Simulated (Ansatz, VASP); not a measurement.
**One calculation of HfB2, two programs**

INCAR

```
SYSTEM = HfB2
  PREC = Accurate
  ENCUT = 520
  EDIFF = 1E-6
  ISMEAR = -1
  SIGMA = 0.03
  LREAL = .FALSE.
  LASPH = .TRUE.
  NELM = 60
  ALGO = Normal
  ISIF = 2
  LWAVE = .FALSE.
  LCHARG = .FALSE.
  GGA = PS
  NBANDS = 15
```

KPOINTS

```
regular mesh
0
G
  15 15 12
  0 0 0
```

The input POSCAR:

```
HfB2
1.0
    3.1400001005      0.0314000010      0.0314000010
   -1.5428068518      2.7036198544      0.0114931980
    0.0348000000      0.0348000000      3.4800000000
Hf B
1 2
Direct
    0.0000000000      0.0000000000      0.0000000000
    0.3333333333      0.6666666667      0.5000000000
    0.6666666667      0.3333333333      0.5000000000
```

Input for Ansatz:

```yaml
crystal:
  lattice:
    - [3.1400001005, 0.031400001, 0.031400001]
    - [-1.5428068518, 2.7036198544, 0.011493198]
    - [0.0348, 0.0348, 3.48]
  atoms:
    - { symbol: Hf, position: [0.0, 0.0, 0.0] }
    - { symbol: B, position: [0.3333333333, 0.6666666667, 0.5] }
    - { symbol: B, position: [0.6666666667, 0.3333333333, 0.5] }
kpoints:
  mp_grid: { grid: [15, 15, 12] }
  band_path:
    path:
      - [0.0, 0.0, 0.0]
      - [0.0, -0.5, 0.0]
      - [0.0, 0.0, 0.5]
      - [0.0, 0.0, 0.0]
      - [-0.5, 0.0, 0.0]
      - [-0.5, 0.5, -0.5]
      - [0.0, 0.0, 0.0]
      - [-0.5, 0.0, -0.5]
      - [-0.5, 0.5, 0.0]
    npoints: 5
scf:
  occupations: { method: fermi_dirac, width: 0.03 }
hamiltonian:
  xc: pbesol
  pseudopotentials: { kind: all_electron, lapw: { basis_error: 0.001 } }
output:
  forces: true
  stress: true
  eigenvalues: true
```

Change from the starting cell: equal xy, yz and zx shear strains of +2 %.

Alike in both runs: task single point; functional PBEsol; k mesh 15 × 15 × 12; occupations fermi-dirac, width 0.03 eV; no spin polarisation.

|  | VASP | Ansatz |
| --- | --- | --- |
| version | VASP 6.6.1 | Ansatz 0.2.0 |
| potentials or method | VASP PAW PBE potentials, release 64 (Hf_pv, B), cutoff 520 eV | all-electron LAPW, scalar-relativistic |

```csv
,VASP,Ansatz,Ansatz less VASP
pressure (GPa),-4.1,-3.9,+0.17
"traceless stress, the component that is largest in VASP (GPa)",-5.27,-5.24,+0.035
rms of the force components (eV/Å),0.005,0.005,+0.0002
```

VASP's potentials were made for PBE, not for PBEsol. Atom by atom the forces differ by 0.001 eV/Å (rms over components). Ansatz ran all-electron here, and VASP with PAW potentials.

Neither program's run includes spin-orbit coupling.
